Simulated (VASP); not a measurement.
A run of VASP 6.6.1:

Contents of INCAR:

```
SYSTEM = In
ALGO = Normal
EDIFF = 1E-6
ENCUT = 520
ISIF = 2
ISMEAR = -1
LASPH = .TRUE.
LCHARG = .FALSE.
LREAL = .FALSE.
LWAVE = .FALSE.
NBANDS = 12
NELM = 60
PREC = Accurate
SIGMA = 0.05
```

The input KPOINTS:

```
k-points
0
G
  14 14 14
  0 0 0
```

POSCAR

```
In
1.0
   -1.6580433912      1.6580433912      2.5224711420
    1.6580433912     -1.6580433912      2.5224711420
    1.6580433912      1.6580433912     -2.5224711420
In
1
Direct
    0.0000000000      0.0000000000      0.0000000000
```

Potentials or basis: VASP PAW LDA potentials, release 64 (In_d).

Command:

```sh
$ cat potpaw_LDA.64/In_d/POTCAR > POTCAR
$ mpirun -np 1 vasp_std > vasp.out
```

Hardware: 1 thread of AMD EPYC 9R45 96-Core Processor (Zen 5), on a shared host.

**Question.** Estimate the wall time of this run.

**Answer.** It took 35 s on 1 thread of AMD EPYC 9R45 96-Core Processor (Zen 5), with other jobs on the host, peak memory 0.17 GiB. Counts: scf iterations 10, k points 244.
